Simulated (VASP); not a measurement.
Write the native input for VASP 6.6.1 that does the following.

```
Task                   : single point
Functional             : LDA
Potentials or basis    : VASP PAW LDA potentials, release 64 (Be, N)
Cutoff                 : 520 eV
k mesh                 : 9 × 9 × 9
Occupations            : gaussian, width 0.1 eV
Spin                   : no spin polarisation
Dipole correction      : no
Further INCAR settings : ALGO = Normal; EDIFF = 1e-06; NBANDS = 16
```

The structure of Be3N2 lies in POSCAR:

```
Be3N2
1.0
    1.4198050555      0.8197248310      4.8662156628
   -1.4198050555      0.8197248310      4.8662156628
    0.0000000000     -1.6394496620      4.8662156628
Be N
3 2
Direct
    0.8590010800      0.8590010800      0.8590010800
    0.3176945600      0.3176945600      0.3176945600
    0.0888067700      0.0888067700      0.0888067700
    0.2041626800      0.2041626800      0.2041626800
    0.7084349100      0.7084349100      0.7084349100
```

The input as run:

INCAR

```
SYSTEM = Be3N2
ALGO = Normal ; EDIFF = 1E-6
ENCUT = 520 ; GGA = CA
ISIF = 2 ; ISMEAR = 0
LASPH = .True. ; LCHARG = .False.
LREAL = .False. ; LWAVE = .False.
NBANDS = 16 ; NELM = 80
PREC = Accurate ; SIGMA = 0.1
```

KPOINTS

```
k-points
0
Gamma
  9 9 9
  0 0 0
```

Potentials or basis: VASP PAW LDA potentials, release 64 (Be, N).

Run with:

```sh
$ cat potpaw_LDA.64/Be/POTCAR potpaw_LDA.64/N/POTCAR > POTCAR
$ mpirun -np 1 vasp_std > vasp.out
```

It gave:

The pressure is -7.0 GPa. The largest force is 0.059 eV/Å and the band gap on the k mesh is 2.88 eV, indirect (least direct gap 4.03 eV).

It took 5.1 min on 1 thread of AMD EPYC 7R13 Processor (Zen 3), on a shared host, peak memory 0.17 GiB.
